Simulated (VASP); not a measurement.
A run of VASP 6.6.1:

Contents of POSCAR:

```
SrTiO3
1.0
    3.8806564509      0.0000000000      0.0000000000
    0.0000000000      3.8806564509      0.0000000000
    0.0000000000      0.0000000000      3.8806564509
Sr Ti O
1 1 3
Direct
    0.5000000000      0.5000000000      0.5000000000
    0.0000000000      0.0000000000      0.0000000000
    0.5000000000      0.0000000000      0.0000000000
    0.0000000000      0.5000000000      0.0000000000
    0.0000000000      0.0000000000      0.5000000000
```

Contents of INCAR.step1:

```
SYSTEM = SrTiO3
ALGO = Normal ; EDIFF = 1E-5
ENCUT = 660 ; GGA = PE
GGA_COMPAT = .False. ; ISMEAR = 0
LASPH = .True. ; LCHARG = .False.
LREAL = .False. ; LWAVE = .True.
NBANDS = 28 ; NELM = 120
PREC = Accurate ; SIGMA = 0.01
```

File INCAR.step2:

```
SYSTEM = SrTiO3
ALGO = Normal ; EDIFF = 1E-6
ENCUT = 660 ; GGA_COMPAT = .False.
ISIF = 2 ; ISMEAR = 0
ISTART = 1 ; LASPH = .True.
LCHARG = .False. ; LMIXTAU = .True.
LREAL = .False. ; LWAVE = .False.
METAGGA = R2SCAN ; NBANDS = 28
NELM = 120 ; PREC = Accurate
SIGMA = 0.01
```

Contents of KPOINTS:

```
k-points
0
Gamma
  6 6 6
  0 0 0
```

Potentials or basis: VASP PAW PBE potentials, release 64 (Sr_sv, Ti_sv, O).

Run with:

```sh
$ cat potpaw_PBE.64/Sr_sv/POTCAR potpaw_PBE.64/Ti_sv/POTCAR potpaw_PBE.64/O/POTCAR > POTCAR
$ cp INCAR.step1 INCAR
$ mpirun -np 1 vasp_std > vasp.out
$ cp INCAR.step2 INCAR
$ mpirun -np 1 vasp_std > vasp.out
```

Hardware: 1 thread of Intel Xeon 8259CL, with other jobs on the host.

Question: How long does it take, and how much memory?

Answer: It took 5.7 min on 1 thread of Intel Xeon 8259CL, with other jobs on the host, peak memory 0.24 GiB. Counts: k points 20.
